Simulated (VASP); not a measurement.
# MgI2 in VASP: further runs, part 2 of 2

VASP 6.6.1. The steps go on from the part before.

## (5) Single point, PBE (strain along [111] -2.6%)

File INCAR:

```
SYSTEM = MgI2
ALGO = Normal
EDIFF = 1E-6
ENCUT = 520
GGA = PE
ISIF = 2
ISMEAR = -1
LASPH = .True.
LCHARG = .False.
LREAL = .False.
LWAVE = .False.
NBANDS = 15
NELM = 80
PREC = Accurate
SIGMA = 0.02
```

File KPOINTS:

```
k-points
0
Gamma
  6 6 6
  0 0 0
```

File POSCAR:

```
MgI2
1.0
   -0.0661006824      3.6896199061      3.6896199061
    3.6896199061     -0.0661006824      3.6896199061
    3.6896199061      3.6896199061     -0.0661006824
Mg I
1 2
Direct
    0.0000000000      0.0000000000      0.0000000000
    0.2493739612      0.2493739612      0.2493739612
    0.7506260388      0.7506260388      0.7506260388
```

Potentials or basis: VASP PAW PBE potentials, release 64 (Mg, I).

Started as:

```bash
cat potpaw_PBE.64/Mg/POTCAR potpaw_PBE.64/I/POTCAR > POTCAR
mpirun -np 1 vasp_std > vasp.out
```

OUTCAR:

```text
SYSTEM = MgI2
   EDIFF = 1E-6
   ENCUT = 520
   GGA = PE
   ISIF = 2
   ISMEAR = -1
   LASPH = .True.
   LREAL = .False.
   NELM = 80
   PREC = Accurate

 ion  position               nearest neighbor table
   1  0.000  0.000  0.000-   2 3.16   3 3.16   3 3.25   3 3.25   3 3.25   2 3.25   2 3.25   2 3.25

   2  0.249  0.249  0.249-   1 3.16   1 3.25   1 3.25   1 3.25
   3  0.751  0.751  0.751-   1 3.16   1 3.25   1 3.25   1 3.25

  LATTYP: Found a trigonal (rhomboedric) cell.
 ALAT       =     5.2183291774
 COS(alpha) =     0.4820073384

  Lattice vectors:

 A1 = (  -0.0661006824,   3.6896199061,   3.6896199061)
 A2 = (   3.6896199061,  -0.0661006824,   3.6896199061)
 A3 = (   3.6896199061,   3.6896199061,  -0.0661006824)

Analysis of symmetry for initial positions (statically):
=====================================================================
 Subroutine PRICEL returns:
 Original cell was already a primitive cell.

 Routine SETGRP: Setting up the symmetry group for a
 trigonal (rhombohedral) supercell.

 Subroutine GETGRP returns: Found 12 space group operations
 (whereof 12 operations were pure point group operations)
 out of a pool of 12 trial point group operations.

The static configuration has the point symmetry D_3d.

Analysis of symmetry for dynamics (positions and initial velocities):
=====================================================================
 Subroutine PRICEL returns:
 Original cell was already a primitive cell.

 Routine SETGRP: Setting up the symmetry group for a
 trigonal (rhombohedral) supercell.

 Subroutine GETGRP returns: Found 12 space group operations
 (whereof 12 operations were pure point group operations)
 out of a pool of 12 trial point group operations.

The dynamic configuration has the point symmetry D_3d.

 Subroutine INISYM returns: Found 12 space group operations
 (whereof 12 operations are pure point group operations),
 and found     1 'primitive' translations

----------------------------------------------------------------------------------------

                                     Primitive cell

  volume of cell :     103.1550

  direct lattice vectors                    reciprocal lattice vectors
    -0.066100682  3.689619906  3.689619906    -0.131926931  0.134333558  0.134333558
     3.689619906 -0.066100682  3.689619906     0.134333558 -0.131926931  0.134333558
     3.689619906  3.689619906 -0.066100682     0.134333558  0.134333558 -0.131926931

  length of vectors
     5.218329177  5.218329177  5.218329177     0.231291428  0.231291428  0.231291428

  position of ions in fractional coordinates (direct lattice)
     0.000000000  0.000000000  0.000000000
     0.249373961  0.249373961  0.249373961
     0.750626039  0.750626039  0.750626039

  ion indices of the primitive-cell ions
   primitive index   ion index
                 1           1
                 2           2
                 3           3

----------------------------------------------------------------------------------------

 KPOINTS: k-points

Automatic generation of k-mesh.
 Grid dimensions read from file:
 generate k-points for:    6    6    6

[... 21 lines left out ...]
  0.166667  0.000000  0.000000      6.000000
  0.333333  0.000000  0.000000      6.000000
  0.500000  0.000000 -0.000000      3.000000
  0.166667  0.166667  0.000000      6.000000
  0.333333  0.166667  0.000000     12.000000
[... 16 lines left out ...]
  0.500000  0.500000  0.166667      6.000000
 -0.333333  0.500000  0.166667     12.000000
 [... further k-points ...]
   k-points           NKPTS =     32   k-points in BZ     NKDIM =     32   number of bands    NBANDS=     15
   number of dos      NEDOS =    301   number of ions     NIONS =      3
   total plane-waves  NPLWV =  64000
   dimension x,y,z NGX =    40 NGY =   40 NGZ =   40
   dimension x,y,z NGXF=    80 NGYF=   80 NGZF=   80
   ions per type =               1   2
   NGX,Y,Z   is equivalent  to a cutoff of  12.74, 12.74, 12.74 a.u.
   NGXF,Y,Z  is equivalent  to a cutoff of  25.49, 25.49, 25.49 a.u.
 SYSTEM =  MgI2
   PREC   = accura    normal or accurate (medium, high low for compatibility)
   ISTART =      0    job   : 0-new  1-cont  2-samecut
   ICHARG =      2    charge: 1-file 2-atom 10-const
   ISPIN  =      1    spin polarized calculation?
   LNONCOLLINEAR =      F non collinear calculations
   LSORBIT =      F    spin-orbit coupling
   LASPH  =      T    aspherical Exc in radial PAW
   ENCUT  =  520.0 eV  38.22 Ry    6.18 a.u.   9.70  9.70  9.70*2*pi/ulx,y,z
   NELM   =     80;   NELMIN=  2; NELMDL= -5     # of ELM steps
   EDIFF  = 0.1E-05   stopping-criterion for ELM
   LREAL  =      F    real-space projection
   EDIFFG = 0.1E-04   stopping-criterion for IOM
   NSW    =      0    number of steps for IOM
   IBRION =     -1    ionic relax: 0-MD 1-quasi-New 2-CG
   NFREE  =      0    steps in history (QN), initial steepest desc. (CG)
   ISIF   =      2    stress and relaxation
   ISYM   =      2    0-nonsym 1-usesym 2-fastsym
   POTIM  = 0.5000    time-step for ionic-motion
   TEBEG  =    0.0;   TEEND  =   0.0 temperature during run
   PSTRESS=    0.0 pullay stress
   NELECT =      16.0000    total number of electrons
   NUPDOWN=      -1.0000    fix difference up-down
   EMIN   =  10.00;   EMAX   =-10.00  energy-range for DOS
   EFERMI =   0.00;   METHOD = LEGACY
   ISMEAR =    -1;   SIGMA  =   0.02  broadening in eV -4-tet -1-fermi 0-gaus
   EFERMI_NEDOS =   21; number of points for ismear=-14 and -15
   IALGO  =     38    algorithm
   IMIX   =      4    mixing-type and parameters
     AMIX     =   0.40;   BMIX     =  1.00
     AMIX_MAG =   1.60;   BMIX_MAG =  1.00
  volume/ion in A,a.u.               =      34.39       232.04
  Fermi-wavevector in a.u.,A,eV,Ry     =   0.879599  1.662201 10.526750  0.773694
  Thomas-Fermi vector in A             =   1.999845
   LORBIT       =      0    0 simple, 1 ext, 2 COOP (PROOUT), +10 PAW based schemes
   GGA     = PE    functional components
   LHFCALC =     F    Hartree Fock is set to
   AEXX    =    0.0000 exact exchange contribution
   IVDW    =     0    specifies the selected vdW correction
   LEPSILON=     F    determine dielectric tensor
   LRPA    =     F    only Hartree local field effects (RPA)
 non-spin polarized calculation
  energy-cutoff  :      520.00
  volume of cell :      103.16
 maximum number of plane-waves:      2794
   NGX = 19   NGY = 19   NGZ = 19

 number of electron      16.0000000 magnetization

 Free energy of the ion-electron system (eV)
  ---------------------------------------------------
  ext. energy  EPLUGINS =         0.00000000
  ---------------------------------------------------
  free energy    TOTEN  =        -6.39715026 eV

  energy without entropy =       -6.39715026  energy(sigma->0) =       -6.39715026

 E-fermi :   3.8789     XC(G=0):  -8.2252

 val. band max:        3.5440758561   @ k =   0.5000   0.5000   0.0000
 cond. band min:       4.1919482706   @ k =   0.0000   0.0000   0.0000
 fundamental gap:      0.6478724146
 Fermi energy:         3.8788806882

 k-point     1 :       0.0000    0.0000    0.0000
  band No.  band energies     occupation
      1      -9.5484      2.00000
      2      -7.8784      2.00000
      3       0.4361      2.00000
      4       0.4361      2.00000
      5       0.5053      2.00000
      6       2.2737      2.00000
      7       2.4386      2.00000
      8       2.4386      2.00000
      9       4.1919      0.00000
     10       6.5022      0.00000
     11       6.5022      0.00000
     12       6.7398      0.00000
     13       8.6389      0.00000
     14       8.6389      0.00000
[... 401 lines left out ...]
      2      -8.5453      2.00000
      3      -1.3416      2.00000
      4      -0.5956      2.00000
      5       0.2848      2.00000
      6       1.8635      2.00000
      7       3.1274      2.00000
      8       3.4154      2.00000
      9       5.1631      0.00000
     10       8.0915      0.00000
     11       8.4850      0.00000
     12       9.4508      0.00000
     13      11.0393      0.00000
     14      11.1012      0.00000
     15      11.3251      0.00000

 [... further k-points ...]
[... 5 lines left out ...]
  --------------------------------------------------------------------------------------
  -------------------------------------------------------------------------------------
  Total        0.6547815      0.6547815      0.6547815     -0.1851174     -0.1851174     -0.1851174
  in kB       10.1698985     10.1698985     10.1698985     -2.8751958     -2.8751958     -2.8751958
  external PRESSURE =      10.1698985 kB  Pullay stress =       0.0000000 kB

 VOLUME and BASIS-vectors are now :
 -----------------------------------------------------------------------------
  energy-cutoff  :      520.00
  volume of cell :      103.16
      direct lattice vectors                 reciprocal lattice vectors
    -0.066100682  3.689619906  3.689619906    -0.131926931  0.134333558  0.134333558
     3.689619906 -0.066100682  3.689619906     0.134333558 -0.131926931  0.134333558
     3.689619906  3.689619906 -0.066100682     0.134333558  0.134333558 -0.131926931

 POSITION                                       TOTAL-FORCE (eV/Angst)
 -----------------------------------------------------------------------------------
      0.00000      0.00000      0.00000        -0.000000     -0.000000      0.000000
      1.82371      1.82371      1.82371        -0.002334     -0.002334     -0.002334
      5.48943      5.48943      5.48943         0.002334      0.002334      0.002334
 -----------------------------------------------------------------------------------
    total drift:                                0.000000      0.000000     -0.000000

  FREE ENERGIE OF THE ION-ELECTRON SYSTEM (eV)
  ---------------------------------------------------
  free  energy   TOTEN  =        -6.3971502570 eV

  energy  without entropy=       -6.3971502560  energy(sigma->0) =       -6.39715026
```

Run time: 63 s. Hardware: 1 thread of Oxide Virtual Turin-like, shared host; peak memory 0.22 GiB.

Results:

* Free energy: -6.3972 eV
* Pressure: 1.0 GPa
* Largest force: 0.004 eV/Å
* Band gap on the k mesh: 0.65 eV (least direct gap 1.01 eV)

Forces in eV/Å, atoms in the order of the input:
```
Mg   0.000  0.000  0.000
I   -0.002 -0.002 -0.002
I    0.002  0.002  0.002
```

Caveat: the cell differs from its parent crystal (strain along [111] -2.6%); the structure was generated, so it needn't be the stable form of MgI2; semilocal functionals underestimate gaps, and a narrow one can read as zero; spin-orbit coupling is left out, which moves the levels of the heavy elements.

## (6) Single point, r2SCAN (uniaxial z strain -1.9%)

File POSCAR:

```
MgI2
1.0
    0.0000000000      3.7557205885      3.6847374693
    3.7557205885      0.0000000000      3.6847374693
    3.7557205885      3.7557205885      0.0000000000
Mg I
1 2
Direct
    0.0000000000      0.0000000000      0.0000000000
    0.2500000000      0.2500000000      0.2500000000
    0.7500000000      0.7500000000      0.7500000000
```

File INCAR.step1:

```
SYSTEM = MgI2
PREC = Accurate
ENCUT = 520
ISMEAR = 0
SIGMA = 0.01
LREAL = .False.
LASPH = .True.
NELM = 100
NBANDS = 15
GGA = PE
ALGO = Normal
EDIFF = 1E-4
LWAVE = .True.
LCHARG = .False.
```

File INCAR.step2:

```
SYSTEM = MgI2
PREC = Accurate
ENCUT = 520
EDIFF = 1E-6
ISMEAR = 0
SIGMA = 0.01
LREAL = .False.
LASPH = .True.
NELM = 100
ALGO = Normal
ISIF = 2
LWAVE = .False.
LCHARG = .False.
METAGGA = R2SCAN
LMIXTAU = .True.
NBANDS = 15
ISTART = 1
```

File KPOINTS:

```
regular mesh
0
Gamma
  6 6 6
  0 0 0
```

Potentials or basis: VASP PAW PBE potentials, release 64 (Mg, I).

Started as:

```bash
cat potpaw_PBE.64/Mg/POTCAR potpaw_PBE.64/I/POTCAR > POTCAR
cp INCAR.step1 INCAR
mpirun -np 1 vasp_std > vasp.out
cp INCAR.step2 INCAR
mpirun -np 1 vasp_std > vasp.out
```

Wall time 3 min (1 thread of Oxide Virtual Turin-like, shared host); peak memory 0.23 GiB.

Results (log left out):

```
Free energy            : -55.4473 eV
Pressure               : 0.5 GPa
Band gap on the k mesh : 1.21 eV (least direct gap 1.26 eV)
```

Stress tensor (GPa, compression positive):
```
-0.12  0.00  0.00
 0.00 -0.12  0.00
 0.00  0.00  1.80
```

Levels at points of the mesh, in eV from the valence-band top:
```tsv
k point	band 4	band 5	band 6	band 7	band 8	band 9	band 10	band 11	band 12	band 13
(0.00, 0.00, 0.00)	-3.23	-3.23	-1.40	-1.40	-1.14	1.21	3.35	3.35	3.36	5.48
(0.50, 0.00, 0.00)	-2.79	-2.77	-2.73	-2.53	-2.51	3.16	5.46	5.54	6.19	6.95
(0.50, 0.50, 0.00)	-4.10	-4.10	-0.70	-0.70	0.00	1.26	4.63	6.88	6.95	6.95
(0.50, 0.00, 0.50)	-4.14	-4.03	-0.76	-0.52	-0.17	1.37	4.70	6.83	6.90	7.06
```

Caveat: the cell differs from its parent crystal (uniaxial z strain -1.9%); the structure was generated, so it needn't be the stable form of MgI2; the PAW data sets were made with another functional, which shifts forces and pressure a little; spin-orbit coupling is left out, which moves the levels of the heavy elements. A k mesh can miss the band edges.

## (7) The runs side by side

| level | cell | smearing | gap on the mesh (eV) | pressure (GPa) |
| --- | --- | --- | --- | --- |
| PBE | a = 5.228 Å, angles 60.0°, 3 atoms, atomic positions A | fermi-dirac 0.02 eV | 0.67 | 1.7 |
| r2SCAN | a = 5.228 Å, angles 60.0°, 3 atoms, atomic positions A | gaussian 0.01 eV | 1.37 | 1.5 |
| PBE | a = 5.261, b = 5.261, c = 5.311 Å, angles 59.7, 59.7, 60.6°, 3 atoms, atomic positions A | fermi-dirac 0.02 eV | 0.50 | 0.8 |
| PBE | a = 5.218 Å, angles 61.2°, 3 atoms, atomic positions B | fermi-dirac 0.02 eV | 0.65 | 1.0 |
| r2SCAN | a = 5.261, b = 5.261, c = 5.311 Å, angles 59.7, 59.7, 60.6°, 3 atoms, atomic positions A | gaussian 0.01 eV | 1.21 | 0.5 |

Alike in all rows: task single point; potentials or basis VASP PAW PBE potentials, release 64 (Mg, I); no spin polarisation; k mesh 6 × 6 × 6; cutoff (eV) 520.

Caveats: the structure was generated, so it needn't be the stable form of MgI2; spin-orbit coupling is left out, which moves the levels of the heavy elements; semilocal functionals underestimate gaps, and a narrow one can read as zero (at least some runs); the PAW data sets were made with another functional, which shifts forces and pressure a little (at least some runs).

Total energies depend on the potentials used, so only differences within one code and one set of settings carry meaning.
